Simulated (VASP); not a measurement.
Wanted: the native input for a VASP 6.6.1 run.

| Property | Result |
| --- | --- |
| Task | single point |
| Functional | PBE |
| Potentials or basis | VASP PAW PBE potentials, release 64 (La, O) |
| Cutoff | 520 eV |
| k mesh | 6 × 6 × 8 |
| Occupations | gaussian, width 0.1 eV |
| Spin | no spin polarisation |
| Dipole correction | no |
| Further INCAR settings | ALGO = Normal; EDIFF = 1e-06; NBANDS = 40 |

The structure of La5O lies in POSCAR:

```
La5O
1.0
    7.7966179823      0.0000000033      0.0000000000
   -3.8983089940      6.7520692346      0.0000000000
    0.0000000000      0.0000000000      3.4893289065
La O
5 1
Direct
    0.7473250910      0.0000000000      0.0000000000
    0.6666666667      0.3333333333      0.5000000000
    0.2526749090      0.2526749090      0.0000000000
    0.3333333333      0.6666666667      0.5000000000
    0.0000000000      0.7473250910      0.0000000000
    0.0000000000      0.0000000000      0.5000000000
```

The cell was generated, and may not be a known phase.

These files were run (other wordings do the same):

INCAR

```
ALGO = Normal ; EDIFF = 1E-6
ENCUT = 520 ; GGA = PE
ISIF = 2 ; ISMEAR = 0
LASPH = True ; LCHARG = False
LREAL = False ; LWAVE = False
NBANDS = 40 ; NELM = 80
PREC = Accurate ; SIGMA = 0.1
```

KPOINTS

```
k-points
0
Gamma
  6 6 8
```

Potentials or basis: VASP PAW PBE potentials, release 64 (La, O).

Run with:

```bash
$ cat potpaw_PBE.64/La/POTCAR potpaw_PBE.64/O/POTCAR > POTCAR
$ mpirun -np 1 vasp_std > vasp.out
```

Results of the run:

* Pressure: 0.0 GPa
* Largest force: 0.008 eV/Å
* Band gap on the k mesh: zero (an odd number of electrons rules out a gap without spin polarisation)

Caveat: spin-orbit coupling is left out, which moves the levels of the heavy elements.

Run time: 9.3 min on 1 thread of Intel Xeon 8259CL, on a shared host, peak memory 0.43 GiB.
